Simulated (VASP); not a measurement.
# Al3BP4 in VASP: further runs

Runs on Al3BP4. Level: PBE. Tasks: single point.

All numbers are computed with VASP 6.6.1; they aren't measurements. Logs are shortened: lines on timing, memory, paths and dates and some standing lists are left out, and cuts for length are marked.

### 1 The cell of the first run

It takes space group Pmn2_1 (No. 31, orthorhombic). The conventional cell has a = 7.435 Å, b = 6.427 Å, c = 6.118 Å, α = 90.00°, β = 90.00°, γ = 90.00°. Al (site symmetry m) has 4 P at 2.37 to 2.43 Å within 3.1 Å. Within 3.1 Å of Al (site symmetry 1) lie 4 P at 2.35 to 2.39 Å. Within 2.6 Å of B (site symmetry m) lie 4 P at 2.00 to 2.02 Å. P (site symmetry m) has 1 B at 2.02 Å and 3 Al at 2.35 to 2.37 Å within 2.7 Å. P (site symmetry 1) has 1 B at 2.02 Å and 3 Al at 2.38 to 2.43 Å within 2.7 Å. Within 2.6 Å of P (site symmetry m) lie 1 B at 2.00 Å and 3 Al at 2.37 to 2.39 Å.

### 2 Single point, PBE

Contents of INCAR:

```
ALGO     = Normal         # electronic algorithm
EDIFF    = 1E-6           # SCF threshold, eV
ENCUT    = 520            # plane-wave cutoff, eV
GGA      = PE             # functional
ISIF     = 2              # what is computed and relaxed
ISMEAR   = 0              # smearing method
LASPH    = T              # aspherical terms in the spheres
LCHARG   = T              # write CHGCAR
LELF     = T              # ELF
LREAL    = Auto         
LVHAR    = T            
LWAVE    = F              # write WAVECAR
NBANDS   = 46             # bands
NELM     = 80             # most SCF steps
PREC     = Accurate       # precision mode
SIGMA    = 0.2            # smearing width, eV
```

Contents of KPOINTS:

```
k-points
0
Gamma
  3 3 3
```

Contents of POSCAR:

```
Al3BP4
1.0
    7.4348637193      0.0000000000      0.0000000000
    0.0000000000      6.4271672630      0.0000000000
    0.0000000000      0.0000000000      6.1183849586
Al B P
6 2 8
Direct
    0.5000000000      0.8465765176     -0.0022780729
    0.7476523033      0.6730162291      0.4990034384
    0.2523476967      0.6730162291      0.4990034384
    0.0000000000      0.1534234824      0.4977219271
    0.2476523033      0.3269837709     -0.0009965616
    0.7523476967      0.3269837709     -0.0009965616
    0.0000000000      0.8288849606     -0.0017041943
    0.5000000000      0.1711150394      0.4982958057
    0.0000000000      0.8213168364      0.3276568034
    0.2209926734      0.6809097915      0.8878084452
    0.7790073266      0.6809097915      0.8878084452
    0.5000000000      0.8784597206      0.3877016965
    0.5000000000      0.1786831636      0.8276568034
    0.7209926734      0.3190902085      0.3878084452
    0.2790073266      0.3190902085      0.3878084452
    0.0000000000      0.1215402794      0.8877016965
```

Potentials or basis: VASP PAW PBE potentials, release 64 (Al, B, P).

On the command line:

```console
$ cat potpaw_PBE.64/Al/POTCAR potpaw_PBE.64/B/POTCAR potpaw_PBE.64/P/POTCAR > POTCAR
$ mpirun -np 1 vasp_std > vasp.out
```

OUTCAR:

```text
EDIFF = 1E-6
   ENCUT = 520
   GGA = PE
   ISIF = 2
   ISMEAR = 0
   LASPH = T
   LREAL = Auto
   NELM = 80
   PREC = Accurate

 ion  position               nearest neighbor table
   1  0.500  0.847  0.998-  13 2.37  12 2.39  10 2.43  11 2.43
   2  0.748  0.673  0.499-   9 2.35  12 2.37  14 2.38  11 2.39
   3  0.252  0.673  0.499-   9 2.35  12 2.37  15 2.38  10 2.39
   4  0.000  0.153  0.498-   9 2.37  16 2.39  15 2.43  14 2.43
   5  0.248  0.327  0.999-  13 2.35  16 2.37  10 2.38  15 2.39
   6  0.752  0.327  0.999-  13 2.35  16 2.37  11 2.38  14 2.39
[... 8 lines left out ...]
  15  0.279  0.319  0.388-   8 2.02   3 2.38   5 2.39   4 2.43
  16  0.000  0.122  0.888-   7 2.00   6 2.37   5 2.37   4 2.39

  LATTYP: Found a simple orthorhombic cell.
 ALAT       =     6.1183849586
 B/A-ratio  =     1.0504679432
 C/A-ratio  =     1.2151676904

  Lattice vectors:

 A1 = (   0.0000000000,   0.0000000000,  -6.1183849586)
 A2 = (   0.0000000000,   6.4271672630,   0.0000000000)
 A3 = (   7.4348637193,   0.0000000000,   0.0000000000)

Analysis of symmetry for initial positions (statically):
=====================================================================
 Subroutine PRICEL returns:
 Original cell was already a primitive cell.

 Routine SETGRP: Setting up the symmetry group for a
 simple orthorhombic supercell.

 Subroutine GETGRP returns: Found  4 space group operations
 (whereof  2 operations were pure point group operations)
 out of a pool of  8 trial point group operations.

The static configuration has the point symmetry C_1h.
 The point group associated with its full space group is C_2v.

Analysis of symmetry for dynamics (positions and initial velocities):
=====================================================================
 Subroutine PRICEL returns:
 Original cell was already a primitive cell.

 Routine SETGRP: Setting up the symmetry group for a
 simple orthorhombic supercell.

 Subroutine GETGRP returns: Found  4 space group operations
 (whereof  2 operations were pure point group operations)
 out of a pool of  8 trial point group operations.

The dynamic configuration has the point symmetry C_1h.
 The point group associated with its full space group is C_2v.

 Subroutine INISYM returns: Found  4 space group operations
 (whereof  2 operations are pure point group operations),
 and found     1 'primitive' translations

----------------------------------------------------------------------------------------

[... 109 lines left out ...]
   ISIF   =      2    stress and relaxation
   ISYM   =      2    0-nonsym 1-usesym 2-fastsym
   POTIM  = 0.5000    time-step for ionic-motion
   TEBEG  =    0.0;   TEEND  =   0.0 temperature during run
   PSTRESS=    0.0 pullay stress
   NELECT =      64.0000    total number of electrons
   NUPDOWN=      -1.0000    fix difference up-down
   EMIN   =  10.00;   EMAX   =-10.00  energy-range for DOS
   EFERMI =   0.00;   METHOD = LEGACY
   ISMEAR =     0;   SIGMA  =   0.20  broadening in eV -4-tet -1-fermi 0-gaus
   EFERMI_NEDOS =   21; number of points for ismear=-14 and -15
   IALGO  =     38    algorithm
   IMIX   =      4    mixing-type and parameters
     AMIX     =   0.40;   BMIX     =  1.00
     AMIX_MAG =   1.60;   BMIX_MAG =  1.00
  volume/ion in A,a.u.               =      18.27       123.31
  Fermi-wavevector in a.u.,A,eV,Ry     =   0.986639  1.864478 13.244684  0.973457
  Thomas-Fermi vector in A             =   2.118035
   LORBIT       =      0    0 simple, 1 ext, 2 COOP (PROOUT), +10 PAW based schemes
   GGA     = PE    functional components
   LHFCALC =     F    Hartree Fock is set to
   AEXX    =    0.0000 exact exchange contribution
   IVDW    =     0    specifies the selected vdW correction
   LEPSILON=     F    determine dielectric tensor
   LRPA    =     F    only Hartree local field effects (RPA)
 non-spin polarized calculation
 Gauss-broadening in eV      SIGMA  =   0.20
  energy-cutoff  :      520.00
  volume of cell :      292.37
 maximum number of plane-waves:      7884
 NGX is ok and might be reduce to    56
   NGX = 27   NGY = 23   NGZ = 23

 number of electron      64.0000000 magnetization

 Free energy of the ion-electron system (eV)
  ---------------------------------------------------
  ext. energy  EPLUGINS =         0.00000000
  ---------------------------------------------------
  free energy    TOTEN  =       -86.39286958 eV

  energy without entropy =      -86.39286954  energy(sigma->0) =      -86.39286956

 E-fermi :   6.0704     XC(G=0):  -9.5056

 val. band max:        5.3698331943   @ k =   0.0000   0.0000   0.0000
 cond. band min:       6.7709754180   @ k =   0.0000   0.0000   0.0000
 fundamental gap:      1.4011422237
 Fermi energy:         6.0704320722

 k-point     1 :       0.0000    0.0000    0.0000
  band No.  band energies     occupation
      1      -7.3878      2.00000
      2      -6.2963      2.00000
      3      -5.1915      2.00000
      4      -5.0585      2.00000
      5      -4.9647      2.00000
      6      -4.4197      2.00000
[... 365 lines left out ...]
     43       9.3348      0.00000
     44       9.5162      0.00000
 [bands above 44 left out]

------------------------ aborting loop because EDIFF is reached ----------------------------------------

  FORCE on cell =-STRESS in cart. coord.  units (eV):
  Direction    XX          YY          ZZ          XY          YZ          ZX
  --------------------------------------------------------------------------------------
  -------------------------------------------------------------------------------------
  Total       -0.0465639     -0.0447605      0.0220376      0.0000000      0.0000000      0.0000000
  in kB       -0.2551704     -0.2452878      0.1207665      0.0000000      0.0000000      0.0000000
  external PRESSURE =      -0.1265639 kB  Pullay stress =       0.0000000 kB

 VOLUME and BASIS-vectors are now :
 -----------------------------------------------------------------------------
  energy-cutoff  :      520.00
  volume of cell :      292.37
      direct lattice vectors                 reciprocal lattice vectors
     7.434863719  0.000000000  0.000000000     0.134501457  0.000000000  0.000000000
     0.000000000  6.427167263  0.000000000     0.000000000  0.155589540  0.000000000
     0.000000000  0.000000000  6.118384959     0.000000000  0.000000000  0.163441824

 POSITION                                       TOTAL-FORCE (eV/Angst)
 -----------------------------------------------------------------------------------
      3.71743      5.44109      6.10445         0.000000     -0.007081     -0.007634
      5.55869      4.32559      3.05310        -0.000973     -0.013129     -0.001009
      1.87617      4.32559      3.05310         0.000973     -0.013129     -0.001009
      0.00000      0.98608      3.04525         0.000000      0.007081     -0.007634
      1.84126      2.10158      6.11229        -0.000973      0.013129     -0.001009
      5.59360      2.10158      6.11229         0.000973      0.013129     -0.001009
[... 8 lines left out ...]
      2.07438      2.05085      2.37276        -0.004984      0.006245     -0.002191
      0.00000      0.78116      5.43130         0.000000      0.003879      0.003533
 -----------------------------------------------------------------------------------
    total drift:                                0.000000      0.000000     -0.012026

  FREE ENERGIE OF THE ION-ELECTRON SYSTEM (eV)
  ---------------------------------------------------
  free  energy   TOTEN  =       -86.3928695844 eV

  energy  without entropy=      -86.3928695446  energy(sigma->0) =      -86.39286956
```

OSZICAR:

```text
N       E                     dE             d eps       ncg     rms          rms(c)
DAV:   1     0.190866443154E+03    0.19087E+03   -0.25097E+04   736   0.117E+03
DAV:   2    -0.702099108417E+02   -0.26108E+03   -0.24481E+03   912   0.178E+02
DAV:   3    -0.887938200053E+02   -0.18584E+02   -0.18342E+02   936   0.470E+01
DAV:   4    -0.891915338841E+02   -0.39771E+00   -0.39575E+00   952   0.792E+00
DAV:   5    -0.892036107451E+02   -0.12077E-01   -0.12064E-01   930   0.133E+00    0.139E+01
DAV:   6    -0.867479271670E+02    0.24557E+01   -0.38338E+00   858   0.686E+00    0.863E+00
DAV:   7    -0.864030258446E+02    0.34490E+00   -0.22095E+00   904   0.479E+00    0.346E+00
DAV:   8    -0.863874023207E+02    0.15624E-01   -0.16176E-01   884   0.175E+00    0.920E-01
DAV:   9    -0.863919714943E+02   -0.45692E-02   -0.38848E-02   880   0.795E-01    0.290E-01
DAV:  10    -0.863924167973E+02   -0.44530E-03   -0.61779E-03   876   0.254E-01    0.173E-01
DAV:  11    -0.863926475995E+02   -0.23080E-03   -0.43371E-04   928   0.799E-02    0.851E-02
DAV:  12    -0.863928521443E+02   -0.20454E-03   -0.21575E-04   828   0.548E-02    0.230E-02
DAV:  13    -0.863928667832E+02   -0.14639E-04   -0.24649E-05   912   0.205E-02    0.172E-02
DAV:  14    -0.863928693249E+02   -0.25417E-05   -0.48843E-06   880   0.770E-03    0.406E-03
DAV:  15    -0.863928695844E+02   -0.25950E-06   -0.67853E-07   600   0.352E-03
   1 F= -.86392870E+02 E0= -.86392870E+02  d E =-.397927E-07
```

It took 81 s on 1 thread of Intel Xeon 6975P-C (Granite Rapids), shared host; peak memory 0.35 GiB.

Results:

| Item | Value |
| --- | --- |
| Free energy | -86.3929 eV |
| Pressure | 0.0 GPa |
| Largest force | 0.014 eV/Å |
| Band gap on the k mesh | 1.40 eV |

Forces in eV/Å, atoms in the order of the input:
```
Al   0.000 -0.007 -0.008
Al  -0.001 -0.013 -0.001
Al   0.001 -0.013 -0.001
Al   0.000  0.007 -0.008
Al  -0.001  0.013 -0.001
Al   0.001  0.013 -0.001
B    0.000 -0.014  0.002
B    0.000  0.014  0.002
P    0.000  0.000  0.009
P    0.005 -0.006 -0.002
P   -0.005 -0.006 -0.002
P    0.000 -0.004  0.004
P    0.000  0.000  0.009
P    0.005  0.006 -0.002
P   -0.005  0.006 -0.002
P    0.000  0.004  0.004
```

Caveat: an odd mesh through Γ misses points on the zone boundary, where band edges can lie.

### 3 Single point, PBE

Contents of INCAR:

```
SYSTEM = Al3BP4
PREC = Accurate
ENCUT = 520
EDIFF = 1E-7
ISMEAR = 0
SIGMA = 0.1
LREAL = Auto
LASPH = .TRUE.
NELM = 80
ALGO = Normal
ISIF = 2
LWAVE = .FALSE.
LCHARG = .FALSE.
GGA = PE
NBANDS = 46
```

Contents of KPOINTS:

```
regular mesh
0
G
  2 2 2
  0 0 0
```

Contents of POSCAR:

```
Al3BP4
1.0
    0.0000000000      0.0000000000     -6.1194445222
    0.0000000000     -6.4330266910      0.0000000000
   -7.4312877545      0.0000000000      0.0000000000
Al B P
6 2 8
Direct
    0.0023367546      0.1535236988      0.5000000000
    0.5010432794      0.3272206222      0.2524887730
    0.5010432794      0.3272206222      0.7475112270
    0.5023367546      0.8464763012      1.0000000000
    0.0010432794      0.6727793778      0.7524887730
    0.0010432794      0.6727793778      0.2475112270
    0.0016055661      0.1711945963      1.0000000000
    0.5016055661      0.8288054037      0.5000000000
    0.6721750075      0.1786481604      1.0000000000
    0.1122750610      0.3192324934      0.7789818294
    0.1122750610      0.3192324934      0.2210181706
    0.6122459911      0.1213705554      0.5000000000
    0.1721750075      0.8213518396      0.5000000000
    0.6122750610      0.6807675066      0.2789818294
    0.6122750610      0.6807675066      0.7210181706
    0.1122459911      0.8786294446      1.0000000000
```

Potentials or basis: VASP PAW PBE potentials, release 64 (Al, B, P).

On the command line:

```console
$ cat potpaw_PBE.64/Al/POTCAR potpaw_PBE.64/B/POTCAR potpaw_PBE.64/P/POTCAR > POTCAR
$ mpirun -np 1 vasp_std > vasp.out
```

Run time: 99 s. Hardware: 1 thread of Intel Xeon 6975P-C (Granite Rapids), shared host; peak memory 0.34 GiB.

It converged, with:

| Quantity | Value |
| --- | --- |
| Free energy | -86.2483 eV |
| Pressure | 0.0 GPa |
| Largest force | 0.107 eV/Å |
| Band gap on the k mesh | 1.30 eV (least direct gap 1.41 eV) |

Forces on the atoms (eV/Å):
```
Al   0.000 -0.018 -0.003
Al   0.002 -0.023 -0.004
Al  -0.002 -0.023 -0.004
Al   0.000  0.018 -0.003
Al   0.002  0.023 -0.004
Al  -0.002  0.023 -0.004
B    0.000  0.021 -0.045
B    0.000 -0.021 -0.045
P    0.000 -0.023 -0.009
P    0.104 -0.018  0.014
P   -0.104 -0.018  0.014
P    0.000  0.009  0.037
P    0.000  0.023 -0.009
P    0.104  0.018  0.014
P   -0.104  0.018  0.014
P    0.000 -0.009  0.037
```

Stress tensor (GPa, compression positive):
```
 0.54  0.00  0.00
 0.00 -0.47  0.00
 0.00  0.00 -0.21
```

Levels at points of the mesh, in eV from the valence-band top:
```csv
k point,band 29,band 30,band 31,band 32,band 33,band 34,band 35,band 36
"(0.00, 0.00, 0.00)",-0.77,-0.29,-0.12,0.00,1.41,2.02,2.20,2.46
"(0.50, 0.00, 0.00)",-0.74,-0.74,-0.64,-0.64,1.65,1.65,2.37,2.37
"(0.00, 0.50, 0.00)",-1.03,-0.98,-0.61,-0.44,1.30,1.79,2.15,2.34
"(0.50, 0.50, 0.00)",-1.46,-1.46,-1.07,-1.07,1.70,1.70,2.23,2.23
"(0.00, 0.00, 0.50)",-0.96,-0.96,-0.73,-0.73,1.94,1.94,3.16,3.16
"(0.50, 0.00, 0.50)",-1.40,-1.40,-1.24,-1.24,2.17,2.17,3.00,3.00
"(0.00, 0.50, 0.50)",-1.39,-1.39,-1.19,-1.19,2.53,2.53,2.83,2.83
"(0.50, 0.50, 0.50)",-1.72,-1.72,-1.57,-1.57,2.36,2.36,2.91,2.91
```

Caveat: the k points lie up to 0.51 Å⁻¹ apart.

### 4 Single point, PBE

Contents of INCAR:

```
ALGO = Normal ; EDIFF = 1E-6
ENCUT = 520 ; GGA = PE
ISIF = 2 ; ISMEAR = 0
LASPH = True ; LCHARG = True
LELF = True ; LREAL = Auto
LVHAR = True ; LWAVE = False
NBANDS = 46 ; NELM = 100
PREC = Accurate ; SIGMA = 0.1
```

Contents of KPOINTS:

```
k-points
0
Gamma
  2 2 2
```

Contents of POSCAR:

```
Al3BP4
1.0
   -0.0008443138      0.0006155966     -6.1139806981
    0.0005656972     -6.4129718867      0.0007952750
   -7.4642217943      0.0001940311     -0.0005250425
Al B P
6 2 8
Direct
    0.0019123680      0.1527321296      0.4998985542
    0.5012008582      0.3277633529      0.2523193694
    0.5012143174      0.3278295789      0.7476554463
    0.5018946274      0.8472574983      1.0001231556
    0.0012186485      0.6721452261      0.7523591483
    0.0011956929      0.6722103086      0.2476762157
    0.0025011896      0.1711178809      0.9999265752
    0.5025061897      0.8288708550      0.5000915416
    0.6724017759      0.1802334672      0.9999391148
    0.1121806537      0.3182235976      0.7778942194
    0.1121662393      0.3182331396      0.2219739375
    0.6114436813      0.1224876189      0.4999795532
    0.1723998085      0.8197984480      0.5000398504
    0.6121508646      0.6817747562      0.2780237150
    0.6121704226      0.6817933619      0.7220942883
    0.1114426625      0.8775287805      1.0000053151
```

On the command line:

```console
$ cat potpaw_PBE.64/Al/POTCAR potpaw_PBE.64/B/POTCAR potpaw_PBE.64/P/POTCAR > POTCAR
$ mpirun -np 1 vasp_std > vasp.out
```

It took 85 s on 1 thread of Intel Xeon 6975P-C (Granite Rapids), shared host; peak memory 0.35 GiB.

It converged, with:

```
Free energy            : -86.2540 eV
Pressure               : -0.1 GPa
Largest force          : 0.006 eV/Å
Band gap on the k mesh : 1.33 eV (least direct gap 1.38 eV)
```

Forces in eV/Å, atoms in the order of the input:
```
Al  -0.003  0.004 -0.001
Al   0.000  0.001 -0.002
Al   0.000  0.003 -0.002
Al   0.004 -0.004 -0.002
Al   0.001 -0.004  0.000
Al  -0.002 -0.001 -0.003
B   -0.002 -0.001 -0.002
B    0.002  0.001 -0.001
P   -0.001 -0.001 -0.002
P    0.000 -0.001  0.003
P    0.001 -0.004  0.003
P    0.000  0.002  0.002
P    0.002  0.003 -0.001
P   -0.001  0.004  0.002
P   -0.001  0.002  0.003
P    0.000 -0.002  0.003
```

Levels at points of the mesh, in eV from the valence-band top:
```csv
k point,band 30,band 31,band 32,band 33,band 34,band 35
"(0.00, 0.00, 0.00)",-0.24,-0.07,0.00,1.38,2.03,2.26
"(0.50, 0.00, 0.00)",-0.68,-0.65,-0.65,1.66,1.66,2.40
"(0.00, 0.50, 0.00)",-0.92,-0.61,-0.45,1.33,1.84,2.15
"(0.50, 0.50, 0.00)",-1.46,-1.08,-1.08,1.72,1.72,2.27
"(0.00, 0.00, 0.50)",-0.93,-0.69,-0.69,1.97,1.97,3.22
"(0.50, 0.00, 0.50)",-1.37,-1.20,-1.20,2.21,2.21,3.04
"(0.00, 0.50, 0.50)",-1.35,-1.15,-1.15,2.56,2.57,2.87
"(0.50, 0.50, 0.50)",-1.68,-1.52,-1.52,2.39,2.39,2.95
```

Caveat: the k points lie up to 0.51 Å⁻¹ apart.

### 5 Summary

| cell | k mesh | smearing | gap on the mesh (eV) | pressure (GPa) | largest force (eV/Å) |
| --- | --- | --- | --- | --- | --- |
| a = 7.435, b = 6.427, c = 6.118 Å, 16 atoms, atomic positions A | 3 × 3 × 3 | gaussian 0.2 eV | 1.40 | 0.0 | 0.01 |
| a = 6.119, b = 6.433, c = 7.431 Å, 16 atoms, atomic positions A | 2 × 2 × 2 | gaussian 0.1 eV | 1.30 | 0.0 | 0.11 |
| a = 6.114, b = 6.413, c = 7.464 Å, 16 atoms, atomic positions B | 2 × 2 × 2 | gaussian 0.1 eV | 1.33 | -0.1 | 0.01 |

Alike in all rows: task single point; level PBE; potentials or basis VASP PAW PBE potentials, release 64 (Al, B, P); no spin polarisation; cutoff (eV) 520.

Caveats: some runs use coarse meshes; an odd mesh through Γ misses points on the zone boundary, where band edges can lie (at least some runs).

Absolute energies hang on the potentials; compare differences alone.
